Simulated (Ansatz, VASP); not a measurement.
## One calculation of NiPt, two programs

Contents of INCAR:

```
ALGO = Normal
EDIFF = 1E-6
ENCUT = 520
GGA = CA
ISIF = 2
ISMEAR = -1
ISPIN = 2
LASPH = T
LCHARG = T
LELF = T
LMAXMIX = 4
LORBIT = 11
LREAL = F
LVHAR = T
LWAVE = F
MAGMOM = 1.5 0.6
NBANDS = 21
NELM = 150
PREC = Accurate
SIGMA = 0.1
```

The input KPOINTS:

```
k-points
0
Gamma
  11 11 8
```

POSCAR

```
NiPt
1.0
    2.7456009862      0.0000000000      0.0000000000
    0.0000000000      2.7456009862      0.0000000000
    0.0000000000      0.0000000000      3.6254085579
Ni Pt
1 1
Direct
    0.5000000000      0.5000000000      0.5000000000
    0.0000000000      0.0000000000      0.0000000000
```

Input for Ansatz:

```yaml
crystal:
  lattice:
    - [2.7456009862, 0.0, 0.0]
    - [0.0, 2.7456009862, 0.0]
    - [0.0, 0.0, 3.6254085579]
  atoms:
    - { symbol: Ni, position: [0.5, 0.5, 0.5], spin: 1.5 }
    - { symbol: Pt, position: [0.0, 0.0, 0.0], spin: 0.6 }
magnetization:
  spin_polarized: true
kpoints:
  mp_grid: { grid: [11, 11, 8] }
scf:
  occupations: { method: fermi_dirac, width: 0.1 }
hamiltonian:
  xc: lda
  pseudopotentials: { kind: all_electron, lapw: { basis_error: 0.001 } }
output:
  forces: true
  stress: true
  eigenvalues: false
  populations: true
```

Change from the starting cell: volume scaled by 1.04, LAPW.

Alike in both runs: task single point; functional LDA; k mesh 11 × 11 × 8; occupations fermi-dirac, width 0.1 eV; collinear spin.

|  | VASP | Ansatz |
| --- | --- | --- |
| version | VASP 6.6.1 | Ansatz 0.2.0 |
| potentials or method | VASP PAW LDA potentials, release 64 (Ni, Pt), cutoff 520 eV | all-electron LAPW, scalar-relativistic |

Ansatz gave:

| Property | Result |
| --- | --- |
| pressure (GPa) | -19.6 |
| traceless stress, the component that is largest in VASP (GPa) | 1.37 |
| net moment per atom (μB) | 0.41 |
| size of the moment on the site where the two differ most (μB) | 0.58 |

Which values does VASP return?

Pressure (GPa): -19.4; traceless stress, the component that is largest in VASP (GPa): 1.17; net moment per atom (μB): 0.33; size of the moment on the site where the two differ most (μB): 0.47.

LDA's correlation is that of Perdew and Zunger in VASP and of Perdew and Wang (1992) in Ansatz. Site moments also hang on the region over which each program counts them. Ansatz ran all-electron here, and VASP with PAW potentials.

Neither program's run includes spin-orbit coupling.
